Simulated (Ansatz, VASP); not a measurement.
# One calculation of Be4ZnTe, two programs

```
CELL_PARAMETERS angstrom
3.25032 -1.85468 -0.01716
3.25032 1.85468 -0.01716
-0.44240 0.00000 7.26629
ATOMIC_POSITIONS crystal
Be 0.40351 0.40351 0.45308
Be 0.18694 0.18694 0.16595
Be 0.07914 0.07914 0.45510
Be 0.73127 0.73127 0.35346
Zn 0.75774 0.75774 0.65106
Te 0.84417 0.84417 0.01135
```

Alike in both runs: functional PBE; k mesh 10 × 10 × 4; occupations gaussian, width 0.1 eV; no spin polarisation.

Ansatz relaxed the structure, and its values are those at the end. VASP's run is a single point on that final structure, the one shown.

```csv
,VASP,Ansatz
version,VASP 6.6.1,Ansatz 0.2.0
potentials or method,"VASP PAW PBE potentials, release 64 (Be, Zn, Te), cutoff 600 eV","scalar-relativistic, plane waves, PAW"
valence electrons in the cell,26,36
```

|  | VASP | Ansatz | Ansatz less VASP |
| --- | --- | --- | --- |
| gap on the k mesh at the Fermi level (eV) | none | none | - |
| pressure (GPa) | 0.1 | 0.0 | -0.14 |
| rms of the force components (eV/Å) | 0.006 | 0.000 | -0.0058 |

A gap of «none» marks a metal or a gap that the smearing closes. With one functional, cell and mesh, what is left measures potentials, basis and numerics. VASP's potentials hold 26 valence electrons a cell and Ansatz's 36, so a difference there can come from the potentials and not from the codes.

Spin-orbit coupling is off throughout.
